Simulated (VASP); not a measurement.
# TiNi (Pm-3m) in VASP: further runs

Runs on TiNi. Level: PBEsol. Tasks: single point, relaxation of cell and atoms.

All numbers are computed with VASP 6.6.1; they aren't measurements. Logs are shortened: lines on timing, memory, paths and dates and some standing lists are left out, and cuts for length are marked.

**1. The cell of the first run**

Symmetry: Pm-3m, No. 221, cubic system. Conventional cell: a = 2.971 Å, b = 2.971 Å, c = 2.971 Å, α = 90.00°, β = 90.00°, γ = 90.00°. Within 3.4 Å of Ti (site symmetry m-3m) lie 8 Ni at 2.57 Å and 6 Ti at 2.97 Å. Ni (site symmetry m-3m) has 8 Ti at 2.57 Å and 6 Ni at 2.97 Å within 3.4 Å.

**2. Single point, PBEsol, collinear spin, ferromagnetic start**

Input file INCAR:

```
PREC = Accurate
ENCUT = 520
EDIFF = 1E-7
ISMEAR = 0
SIGMA = 0.1
LREAL = F
LASPH = T
NELM = 150
ALGO = Fast
ISIF = 2
LWAVE = F
LCHARG = F
ISPIN = 2
MAGMOM = 0.29 0.24
LORBIT = 11
LMAXMIX = 4
GGA = PS
NBANDS = 22
```

Input file KPOINTS:

```
regular mesh
0
Gamma
  14 14 14
```

Input file POSCAR:

```
TiNi
1.0
    2.9708666838      0.0000000000      0.0000000000
    0.0000000000      2.9708666838      0.0000000000
    0.0000000000      0.0000000000      2.9708666838
Ti Ni
1 1
Direct
    0.5000000000      0.5000000000      0.5000000000
    0.0000000000      0.0000000000      0.0000000000
```

Potentials or basis: VASP PAW PBE potentials, release 64 (Ti_sv, Ni).

The run is started by

```bash
$ cat potpaw_PBE.64/Ti_sv/POTCAR potpaw_PBE.64/Ni/POTCAR > POTCAR
$ mpirun -np 1 vasp_std > vasp.out
```

OUTCAR:

```text
PREC = Accurate
   ENCUT = 520
   EDIFF = 1E-7
   ISMEAR = 0
   LREAL = F
   LASPH = T
   NELM = 150
   ISIF = 2
   ISPIN = 2
   LORBIT = 11
   GGA = PS

 ion  position               nearest neighbor table
   1  0.500  0.500  0.500-   2 2.57   2 2.57   2 2.57   2 2.57   2 2.57   2 2.57   2 2.57   2 2.57

   2  0.000  0.000  0.000-   1 2.57   1 2.57   1 2.57   1 2.57   1 2.57   1 2.57   1 2.57   1 2.57

  LATTYP: Found a simple cubic cell.
 ALAT       =     2.9708666838

  Lattice vectors:

 A1 = (   2.9708666838,   0.0000000000,   0.0000000000)
 A2 = (   0.0000000000,   2.9708666838,   0.0000000000)
 A3 = (   0.0000000000,   0.0000000000,   2.9708666838)

Analysis of symmetry for initial positions (statically):
=====================================================================
 Subroutine PRICEL returns:
 Original cell was already a primitive cell.

 Routine SETGRP: Setting up the symmetry group for a
 simple cubic supercell.

 Subroutine GETGRP returns: Found 48 space group operations
 (whereof 48 operations were pure point group operations)
 out of a pool of 48 trial point group operations.

The static configuration has the point symmetry O_h .

Analysis of symmetry for dynamics (positions and initial velocities):
=====================================================================
 Subroutine PRICEL returns:
 Original cell was already a primitive cell.

 Routine SETGRP: Setting up the symmetry group for a
 simple cubic supercell.

 Subroutine GETGRP returns: Found 48 space group operations
 (whereof 48 operations were pure point group operations)
 out of a pool of 48 trial point group operations.

The dynamic configuration has the point symmetry O_h .

Analysis of structural, dynamic, and magnetic symmetry:
=====================================================================
 Subroutine PRICEL returns:
 Original cell was already a primitive cell.

 Routine SETGRP: Setting up the symmetry group for a
 simple cubic supercell.

 Subroutine GETGRP returns: Found 48 space group operations
 (whereof 48 operations were pure point group operations)
 out of a pool of 48 trial point group operations.

The overall configuration has the point symmetry O_h .

 Subroutine INISYM returns: Found 48 space group operations
 (whereof 48 operations are pure point group operations),
 and found     1 'primitive' translations

----------------------------------------------------------------------------------------

                                     Primitive cell

  volume of cell :      26.2210

  direct lattice vectors                    reciprocal lattice vectors
     2.970866684  0.000000000  0.000000000     0.336602112  0.000000000  0.000000000
     0.000000000  2.970866684  0.000000000     0.000000000  0.336602112  0.000000000
     0.000000000  0.000000000  2.970866684     0.000000000  0.000000000  0.336602112

  length of vectors
     2.970866684  2.970866684  2.970866684     0.336602112  0.336602112  0.336602112

  position of ions in fractional coordinates (direct lattice)
     0.500000000  0.500000000  0.500000000
     0.000000000  0.000000000  0.000000000

  ion indices of the primitive-cell ions
   primitive index   ion index
                 1           1
                 2           2

----------------------------------------------------------------------------------------

 KPOINTS: regular mesh

Automatic generation of k-mesh.
 Grid dimensions read from file:
 generate k-points for:   14   14   14

 Generating k-lattice:

  Cartesian coordinates                     Fractional coordinates (reciprocal lattice)
     0.024043008  0.000000000  0.000000000     0.071428571  0.000000000  0.000000000
     0.000000000  0.024043008  0.000000000     0.000000000  0.071428571  0.000000000
     0.000000000  0.000000000  0.024043008     0.000000000  0.000000000  0.071428571

  Length of vectors
     0.024043008  0.024043008  0.024043008

  Shift w.r.t. Gamma in fractional coordinates (k-lattice)
     0.000000000  0.000000000  0.000000000

 Subroutine IBZKPT returns following result:
 ===========================================

 Found    120 irreducible k-points:

 Following reciprocal coordinates:
            Coordinates               Weight
  0.000000  0.000000  0.000000      1.000000
  0.071429  0.000000  0.000000      6.000000
  0.142857  0.000000  0.000000      6.000000
  0.214286  0.000000  0.000000      6.000000
  0.285714  0.000000  0.000000      6.000000
  0.357143  0.000000  0.000000      6.000000
[... 16 lines left out ...]
  0.285714  0.214286  0.000000     24.000000
  0.357143  0.214286  0.000000     24.000000
 [... further k-points ...]
   k-points           NKPTS =    120   k-points in BZ     NKDIM =    120   number of bands    NBANDS=     22
   number of dos      NEDOS =    301   number of ions     NIONS =      2
   total plane-waves  NPLWV =  13824
   dimension x,y,z NGX =    24 NGY =   24 NGZ =   24
   dimension x,y,z NGXF=    48 NGYF=   48 NGZF=   48
   ions per type =               1   1
   NGX,Y,Z   is equivalent  to a cutoff of  13.43, 13.43, 13.43 a.u.
   NGXF,Y,Z  is equivalent  to a cutoff of  26.86, 26.86, 26.86 a.u.
 SYSTEM =  unknown system
   PREC   = accura    normal or accurate (medium, high low for compatibility)
   ISTART =      0    job   : 0-new  1-cont  2-samecut
   ICHARG =      2    charge: 1-file 2-atom 10-const
   ISPIN  =      2    spin polarized calculation?
   LNONCOLLINEAR =      F non collinear calculations
   LSORBIT =      F    spin-orbit coupling
   LASPH  =      T    aspherical Exc in radial PAW
   ENCUT  =  520.0 eV  38.22 Ry    6.18 a.u.   5.52  5.52  5.52*2*pi/ulx,y,z
   NELM   =    150;   NELMIN=  2; NELMDL= -5     # of ELM steps
   EDIFF  = 0.1E-06   stopping-criterion for ELM
   LREAL  =      F    real-space projection
   EDIFFG = 0.1E-05   stopping-criterion for IOM
   NSW    =      0    number of steps for IOM
   IBRION =     -1    ionic relax: 0-MD 1-quasi-New 2-CG
   NFREE  =      0    steps in history (QN), initial steepest desc. (CG)
   ISIF   =      2    stress and relaxation
   ISYM   =      2    0-nonsym 1-usesym 2-fastsym
   POTIM  = 0.5000    time-step for ionic-motion
   TEBEG  =    0.0;   TEEND  =   0.0 temperature during run
   PSTRESS=    0.0 pullay stress
   NELECT =      22.0000    total number of electrons
   NUPDOWN=      -1.0000    fix difference up-down
   EMIN   =  10.00;   EMAX   =-10.00  energy-range for DOS
   EFERMI =   0.00;   METHOD = LEGACY
   ISMEAR =     0;   SIGMA  =   0.10  broadening in eV -4-tet -1-fermi 0-gaus
   EFERMI_NEDOS =   21; number of points for ismear=-14 and -15
   IALGO  =     68    algorithm
   IMIX   =      4    mixing-type and parameters
     AMIX     =   0.40;   BMIX     =  1.00
     AMIX_MAG =   1.60;   BMIX_MAG =  1.00
  volume/ion in A,a.u.               =      13.11        88.47
  Fermi-wavevector in a.u.,A,eV,Ry     =   1.544066  2.917862 32.438197  2.384140
  Thomas-Fermi vector in A             =   2.649640
   LORBIT       =     11    0 simple, 1 ext, 2 COOP (PROOUT), +10 PAW based schemes
   GGA     = PS    functional components
   LHFCALC =     F    Hartree Fock is set to
   AEXX    =    0.0000 exact exchange contribution
   IVDW    =     0    specifies the selected vdW correction
   LEPSILON=     F    determine dielectric tensor
   LRPA    =     F    only Hartree local field effects (RPA)
 spin polarized calculation
 RMM-DIIS sequential band-by-band and
 Gauss-broadening in eV      SIGMA  =   0.10
  energy-cutoff  :      520.00
  volume of cell :       26.22
 maximum number of plane-waves:       739
 NGX is ok and might be reduce to    24
   NGX = 11   NGY = 11   NGZ = 11

 number of electron      21.9999984 magnetization       0.0000640

 number of electron      21.9999984 magnetization      -0.0000015

 Free energy of the ion-electron system (eV)
  ---------------------------------------------------
  ext. energy  EPLUGINS =         0.00000000
  ---------------------------------------------------
  free energy    TOTEN  =       -15.20923908 eV

  energy without entropy =      -15.19506196  energy(sigma->0) =      -15.20215052

 E-fermi :   9.6814     XC(G=0): -12.7579

 val. band max:        9.6698301943   @ k =   0.3571   0.2857   0.2857
 cond. band min:       9.6886475059   @ k =   0.3571   0.2143   0.2143
 fundamental gap:      0.0188173117
 Fermi energy:         9.6814065432

 spin component 1

 k-point     1 :       0.0000    0.0000    0.0000
  band No.  band energies     occupation
      1     -47.2205      1.00000
      2     -23.4087      1.00000
      3     -23.4087      1.00000
      4     -23.4087      1.00000
      5       1.7806      1.00000
      6       5.7011      1.00000
[... 14 lines left out ...]
     21      28.6647      0.00000
     22      30.8946      0.00000

 k-point     2 :       0.0714    0.0000    0.0000
  band No.  band energies     occupation
      1     -47.2188      1.00000
      2     -23.4249      1.00000
      3     -23.4075      1.00000
      4     -23.4075      1.00000
      5       1.8827      1.00000
      6       5.7425      1.00000
[... 14 lines left out ...]
     21      28.9844      0.00000
     22      30.6071      0.00000

 k-point     3 :       0.1429    0.0000    0.0000
  band No.  band energies     occupation
      1     -47.2140      1.00000
      2     -23.4701      1.00000
      3     -23.4041      1.00000
      4     -23.4041      1.00000
      5       2.1834      1.00000
      6       5.8626      1.00000
[... 14 lines left out ...]
     21      29.9943      0.00000
     22      30.1024      0.00000
[... 476 lines left out ...]
 k-point    23 :       0.2857    0.2143    0.0000
  band No.  band energies     occupation
      1     -47.1868      1.00000
      2     -23.5909      1.00000
      3     -23.5130      1.00000
      4     -23.3829      1.00000
      5       3.9829      1.00000
      6       6.2333      1.00000
[... 14 lines left out ...]
     21      28.4729      0.00000
     22      29.8761      0.00000

 k-point    24 :       0.3571    0.2143    0.0000
  band No.  band energies     occupation
      1     -47.1801      1.00000
      2     -23.6522      1.00000
      3     -23.5064      1.00000
      4     -23.3776      1.00000
      5       4.5719      1.00000
      6       6.2066      1.00000
[... 14 lines left out ...]
     21      27.9227      0.00000
     22      29.2069      0.00000

 [... further k-points ...]

 spin component 2

 k-point     1 :       0.0000    0.0000    0.0000
  band No.  band energies     occupation
      1     -47.2205      1.00000
      2     -23.4087      1.00000
      3     -23.4087      1.00000
      4     -23.4087      1.00000
      5       1.7806      1.00000
      6       5.7011      1.00000
[... 14 lines left out ...]
     21      28.7130      0.00000
     22      30.8946      0.00000

 k-point     2 :       0.0714    0.0000    0.0000
  band No.  band energies     occupation
      1     -47.2188      1.00000
      2     -23.4249      1.00000
      3     -23.4075      1.00000
      4     -23.4075      1.00000
      5       1.8827      1.00000
      6       5.7425      1.00000
[... 14 lines left out ...]
     21      28.9905      0.00000
     22      30.6112      0.00000

 k-point     3 :       0.1429    0.0000    0.0000
  band No.  band energies     occupation
      1     -47.2140      1.00000
      2     -23.4701      1.00000
      3     -23.4041      1.00000
      4     -23.4041      1.00000
      5       2.1834      1.00000
      6       5.8626      1.00000
[... 14 lines left out ...]
     21      29.9948      0.00000
     22      30.1994      0.00000
[... 476 lines left out ...]
 k-point    23 :       0.2857    0.2143    0.0000
  band No.  band energies     occupation
      1     -47.1868      1.00000
      2     -23.5909      1.00000
      3     -23.5130      1.00000
      4     -23.3829      1.00000
      5       3.9829      1.00000
      6       6.2333      1.00000
[... 14 lines left out ...]
     21      28.4731      0.00000
     22      29.8762      0.00000

 k-point    24 :       0.3571    0.2143    0.0000
  band No.  band energies     occupation
      1     -47.1801      1.00000
      2     -23.6522      1.00000
      3     -23.5064      1.00000
      4     -23.3776      1.00000
      5       4.5719      1.00000
      6       6.2066      1.00000
[... 14 lines left out ...]
     21      27.9228      0.00000
     22      29.2069      0.00000

 [... further k-points ...]
[... 5 lines left out ...]
  --------------------------------------------------------------------------------------
  -------------------------------------------------------------------------------------
  Total       -0.0298086     -0.0298086     -0.0298086     -0.0000000     -0.0000000     -0.0000000
  in kB       -1.8213908     -1.8213908     -1.8213908     -0.0000000     -0.0000000     -0.0000000
  external PRESSURE =      -1.8213908 kB  Pullay stress =       0.0000000 kB

 VOLUME and BASIS-vectors are now :
 -----------------------------------------------------------------------------
  energy-cutoff  :      520.00
  volume of cell :       26.22
      direct lattice vectors                 reciprocal lattice vectors
     2.970866684  0.000000000  0.000000000     0.336602112  0.000000000  0.000000000
     0.000000000  2.970866684  0.000000000     0.000000000  0.336602112  0.000000000
     0.000000000  0.000000000  2.970866684     0.000000000  0.000000000  0.336602112

 POSITION                                       TOTAL-FORCE (eV/Angst)
 -----------------------------------------------------------------------------------
      1.48543      1.48543      1.48543         0.000000      0.000000      0.000000
      0.00000      0.00000      0.00000         0.000000      0.000000      0.000000
 -----------------------------------------------------------------------------------
    total drift:                                0.000000      0.000000     -0.000000

  FREE ENERGIE OF THE ION-ELECTRON SYSTEM (eV)
  ---------------------------------------------------
  free  energy   TOTEN  =       -15.2092390794 eV

  energy  without entropy=      -15.1950619609  energy(sigma->0) =      -15.20215052

 total charge

# of ion       s       p       d       tot
------------------------------------------
    1        2.246   6.173   1.868  10.287
    2        0.594   0.494   8.327   9.414
--------------------------------------------------
tot          2.840   6.667  10.195  19.701

 magnetization (x)

# of ion       s       p       d       tot
------------------------------------------
    1       -0.000   0.000   0.000   0.000
    2       -0.000  -0.000  -0.000  -0.000
--------------------------------------------------
tot         -0.000   0.000   0.000   0.000
```

Run time: 2 min. Hardware: 1 thread of Intel Xeon Platinum 8259CL at 2.50GHz (Skylake/Cascade Lake), shared host; peak memory 0.23 GiB.

What came out:

```yaml
Free_energy: -15.2092 eV
Pressure: -0.2 GPa
Band_gap_on_the_k_mesh: zero (filled and empty bands overlap)
Net_moment: 0.00 μB per cell
Valence_electrons_inside_the_program's_atomic_spheres: Ti 10.29; Ni 9.41
```

Levels at points of the mesh, in eV from the Fermi level:
Spin up:
```tsv
k point	band 8	band 9	band 10	band 11	band 12	band 13	band 14	band 15
(0.00, 0.00, 0.00)	-2.02	-2.02	-2.02	0.47	0.47	2.68	2.68	2.68
(0.50, 0.00, 0.00)	-2.13	-2.13	-1.71	-0.76	-0.59	0.66	0.66	2.30
(0.50, 0.50, 0.00)	-2.81	-1.30	-0.74	0.52	0.52	0.95	2.37	2.37
(0.50, 0.50, 0.50)	-2.20	-2.20	-2.20	-1.27	-1.27	3.23	3.23	6.33
```
Spin down:
| k point | band 7 | band 8 | band 9 | band 10 | band 11 | band 12 | band 13 | band 14 | band 15 | band 16 |
| --- | --- | --- | --- | --- | --- | --- | --- | --- | --- | --- |
| (0.00, 0.00, 0.00) | -3.98 | -2.02 | -2.02 | -2.02 | 0.47 | 0.47 | 2.68 | 2.68 | 2.68 | 8.80 |
| (0.50, 0.00, 0.00) | -2.81 | -2.13 | -2.13 | -1.71 | -0.76 | -0.59 | 0.66 | 0.66 | 2.30 | 3.92 |
| (0.50, 0.50, 0.00) | -2.81 | -2.81 | -1.30 | -0.74 | 0.52 | 0.52 | 0.95 | 2.37 | 2.37 | 3.15 |
| (0.50, 0.50, 0.50) | -2.86 | -2.20 | -2.20 | -2.20 | -1.27 | -1.27 | 3.23 | 3.23 | 6.33 | 8.15 |

Caveat: the PAW data sets were made with another functional, which shifts forces and pressure a little.

(Part 1 of 2 ends here.)
